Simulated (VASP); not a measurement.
Wanted: the native input for a VASP 6.6.1 run.

```
Task                   : single point
Functional             : r2SCAN
Potentials or basis    : VASP PAW PBE potentials, release 64 (Ca_sv)
Cutoff                 : 520 eV
k mesh                 : 10 × 10 × 10
Occupations            : methfessel-paxton, width 0.03 eV
Spin                   : no spin polarisation
Dipole correction      : no
Further INCAR settings : ALGO = Normal; EDIFF = 1e-07; NBANDS = 11
```

Ca:

```
CELL_PARAMETERS angstrom
0.00000 2.78350 2.78350
2.78350 0.00000 2.78350
2.78350 2.78350 0.00000
ATOMIC_POSITIONS crystal
Ca 0.00000 0.00000 0.00000
```

These files were run (other wordings do the same):

POSCAR

```
Ca
1.0
    0.0000000000      2.7835023068      2.7835023068
    2.7835023068      0.0000000000      2.7835023068
    2.7835023068      2.7835023068      0.0000000000
Ca
1
Direct
    0.0000000000      0.0000000000      0.0000000000
```

INCAR.step1

```
  ALGO = Normal
  EDIFF = 1E-4
  ENCUT = 520
  GGA = PE
  ISMEAR = 1
  LASPH = T
  LCHARG = F
  LREAL = F
  LWAVE = T
  NBANDS = 11
  NELM = 100
  PREC = Accurate
  SIGMA = 0.03
```

INCAR.step2

```
  ALGO = Normal
  EDIFF = 1E-7
  ENCUT = 520
  ISIF = 2
  ISMEAR = 1
  ISTART = 1
  LASPH = T
  LCHARG = T
  LELF = T
  LMIXTAU = T
  LREAL = F
  LVHAR = T
  LWAVE = F
  METAGGA = R2SCAN
  NBANDS = 11
  NELM = 100
  PREC = Accurate
  SIGMA = 0.03
```

KPOINTS

```
k-points
0
Gamma
  10 10 10
```

Potentials or basis: VASP PAW PBE potentials, release 64 (Ca_sv).

Command:

```sh
$ cat potpaw_PBE.64/Ca_sv/POTCAR > POTCAR
$ cp INCAR.step1 INCAR
$ mpirun -np 1 vasp_std > vasp.out
$ cp INCAR.step2 INCAR
$ mpirun -np 1 vasp_std > vasp.out
```

It gave:

| Item | Value |
| --- | --- |
| Pressure | 0.0 GPa |
| Band gap on the k mesh | zero (bands 5 and 6 overlap by 0.48 eV) |

Caveat: the PAW data sets were made with another functional, which shifts forces and pressure a little.

Wall time 83 s on 1 thread of Intel Xeon 8259CL, with other jobs on the host, peak memory 0.18 GiB.
